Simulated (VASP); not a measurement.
Input of a VASP 6.6.1 run:

INCAR

```
SYSTEM = GaP
PREC = Accurate ; ENCUT = 500
EDIFF = 1E-6 ; ISMEAR = -1
SIGMA = 0.05 ; LREAL = .False.
LASPH = .True. ; NELM = 120
ALGO = Normal ; ISIF = 2
LWAVE = .False. ; LCHARG = .False.
NBANDS = 16 ; GGA_COMPAT = .False.
```

Contents of KPOINTS:

```
regular mesh
0
Gamma
  8 8 8
  0 0 0
```

File POSCAR:

```
GaP
1.0
    0.0000000000      2.7192440000      2.7192440000
    2.7192440000      0.0000000000      2.7192440000
    2.7192440000      2.7192440000      0.0000000000
Ga P
1 1
Direct
    0.0000000000      0.0000000000      0.0000000000
    0.2500000000      0.2500000000      0.2500000000
```

Potentials or basis: VASP PAW LDA potentials, release 64 (Ga_d, P).

Command:

```bash
$ cat potpaw_LDA.64/Ga_d/POTCAR potpaw_LDA.64/P/POTCAR > POTCAR
$ mpirun -np 1 vasp_std > vasp.out
```

Task: Estimate the pressure.

Result: -2.2 GPa.

Task: Estimate the band gap on the k mesh.

Result: 1.48 eV, indirect (least direct gap 1.69 eV).

A k mesh can miss the band edges. LDA gaps usually lie below the measured ones, often by a third to a half.
